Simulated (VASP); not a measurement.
Write the native input for VASP 6.6.1 that does the following.

```yaml
Task: single point
Functional: PBE
Potentials_or_basis: VASP PAW PBE potentials, release 64 (Ti_sv, Al, N)
Cutoff: 520 eV
k_mesh: 6 × 6 × 8
Occupations: gaussian, width 0.01 eV
Spin: no spin polarisation
Dipole_correction: no
Further_INCAR_settings: ALGO = Normal; EDIFF = 1e-06; NBANDS = 30
```

The structure of Ti2AlN3 lies in POSCAR:

```
Ti2AlN3
1.0
    6.3501182438      0.0000000000      0.0000000000
   -3.1750591219      5.4993637162      0.0000000000
    0.0000000000      0.0000000000      4.9496306953
Ti Al N
2 1 3
Direct
    0.3333333333      0.6666666667      0.0000000000
    0.6666666667      0.3333333333      0.0000000000
    0.0000000000      0.0000000000      0.0000000000
    0.5000000000      0.0000000000      0.0000000000
    0.0000000000      0.5000000000      0.0000000000
    0.5000000000      0.5000000000      0.0000000000
```

The cell was generated, and may not be a known phase.

The input as run:

INCAR

```
ALGO     = Normal         # electronic algorithm
EDIFF    = 1E-6           # SCF threshold, eV
ENCUT    = 520            # plane-wave cutoff, eV
GGA      = PE             # functional
ISIF     = 2              # what is computed and relaxed
ISMEAR   = 0              # smearing method
LASPH    = T              # aspherical terms in the spheres
LCHARG   = F              # write CHGCAR
LREAL    = F              # projectors in reciprocal space
LWAVE    = F              # write WAVECAR
NBANDS   = 30             # bands
NELM     = 60             # most SCF steps
PREC     = Accurate       # precision mode
SIGMA    = 0.01           # smearing width, eV
```

KPOINTS

```
k-points
0
Gamma
  6 6 8
```

Potentials or basis: VASP PAW PBE potentials, release 64 (Ti_sv, Al, N).

The run is started by

```bash
$ cat potpaw_PBE.64/Ti_sv/POTCAR potpaw_PBE.64/Al/POTCAR potpaw_PBE.64/N/POTCAR > POTCAR
$ mpirun -np 1 vasp_std > vasp.out
```

It gave:

```yaml
Pressure: 0.1 GPa
Band_gap_on_the_k_mesh: 0.41 eV (least direct gap 0.47 eV)
```

Run time: 4.6 min on 1 thread of Oxide Virtual Turin-like Processor, on a shared host, peak memory 0.35 GiB.
